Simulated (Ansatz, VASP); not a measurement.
## Two plane-wave programs on Sc

File INCAR:

```
SYSTEM = Sc
PREC = Accurate
ENCUT = 520
EDIFF = 1E-7
ISMEAR = -5
SIGMA = 0.05
LREAL = .False.
LASPH = .True.
NELM = 150
ALGO = Normal
ISIF = 2
LWAVE = .False.
LCHARG = .False.
MAGMOM = 0 0 0
LORBIT = 11
LSORBIT = .True.
GGA_COMPAT = .False.
LORBMOM = .True.
LMAXMIX = 4
LDAU = .True.
LDAUTYPE = 2
LDAUL = 2
LDAUU = 5
LDAUJ = 0
LDAUPRINT = 1
GGA = PS
IVDW = 12
NBANDS = 22
```

KPOINTS

```
Automatic mesh
0
Gamma
  10 10 10
  0 0 0
```

Contents of POSCAR:

```
Sc
1.0
   -1.9172054859      1.9172054859      1.7176030000
    1.9172054859     -1.9172054859      1.7176030000
    1.9172054859      1.9172054859     -1.7176030000
Sc
1
Direct
    0.0000000000      0.0000000000      0.0000000000
```

Contents of input.yaml:

```yaml
crystal:
  lattice:
    - [-1.9172054859, 1.9172054859, 1.717603]
    - [1.9172054859, -1.9172054859, 1.717603]
    - [1.9172054859, 1.9172054859, -1.717603]
  atoms:
    - { symbol: Sc, position: [0.0, 0.0, 0.0] }
hamiltonian:
  xc: pbesol
  pseudopotentials: { kind: paw_fr }
  dispersion: d3bj
  hubbard: { sites: [{ species: Sc, l: d, u_eff: 5.0 }], double_counting: fll }
kpoints:
  mp_grid: { grid: [10, 10, 10] }
scf:
  occupations: { method: tetrahedron }
output:
  forces: true
  stress: true
  write_density: true
  write_potential: true
  elf: true
  volumetric_format: npy
magnetization:
  noncollinear: true
  spin_orbit: true
basis:
  xc_grid: 4
```

Alike in both runs: functional PBEsol; dispersion D3(BJ); k mesh 10 × 10 × 10; occupations tetrahedron; non-collinear spin, spin-orbit coupling; Hubbard terms Sc d U = 5.0 eV.

|  | VASP | Ansatz |
| --- | --- | --- |
| version | VASP 6.6.1 | Ansatz 0.2.0 |
| potentials or method | VASP PAW PBE potentials, release 64 (Sc_sv) | Ansatz PAW |
| plane-wave cutoff (eV) | 520 | 420 |
| valence electrons in the cell | 11 | 11 |
| task | single point | electrostatic potential |

Ansatz gave:

```
pressure (GPa)                                                : 3.2
traceless stress, the component that is largest in VASP (GPa) : 3.73
net moment per atom (μB)                                      : 0.00
```

Problem. What did VASP give for the same quantities?

Solution. Pressure (GPa): 2.8; traceless stress, the component that is largest in VASP (GPa): 3.77; net moment per atom (μB): 0.00.

VASP's potentials were made for PBE, not for PBEsol. The programs project onto different local orbitals, so the same U acts differently, and such runs can settle in different states.
